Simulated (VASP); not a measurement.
Input of a VASP 6.6.1 run:

The input INCAR:

```
SYSTEM = CoSi2
  ALGO = Normal
  EDIFF = 1E-6
  ENCUT = 520
  GGA = PS
  ISIF = 2
  ISMEAR = 0
  LASPH = .TRUE.
  LCHARG = .FALSE.
  LREAL = .FALSE.
  LWAVE = .FALSE.
  NBANDS = 16
  NELM = 80
  PREC = Accurate
  SIGMA = 0.15
```

KPOINTS

```
k-points
0
G
  16 16 16
  0 0 0
```

The input POSCAR:

```
CoSi2
1.0
    0.0000000000      2.7060587340      2.7060587340
    2.6562539720      0.0498047620      2.6562539720
    2.6562539720      2.6562539720      0.0498047620
Co Si
1 2
Direct
    0.0000000000      0.0000000000      0.0000000000
    0.2500000000      0.2500000000      0.2500000000
    0.7500000000      0.7500000000      0.7500000000
```

Potentials or basis: VASP PAW PBE potentials, release 64 (Co, Si).

Run with:

```console
$ cat potpaw_PBE.64/Co/POTCAR potpaw_PBE.64/Si/POTCAR > POTCAR
$ mpirun -np 1 vasp_std > vasp.out
```

(1) Predict the band gap on the k mesh.

(2) Estimate the largest force.

Answers

(1) zero (an odd number of electrons rules out a gap without spin polarisation).

(2) 0.359 eV/Å.

Caveat: the cell differs from its parent crystal (strain +0.0375 x Voigt [0, 0, 0, 1, 0, 0]); the PAW data sets were made with another functional, which shifts forces and pressure a little; the run has no spin polarisation, though such a crystal can be magnetic.
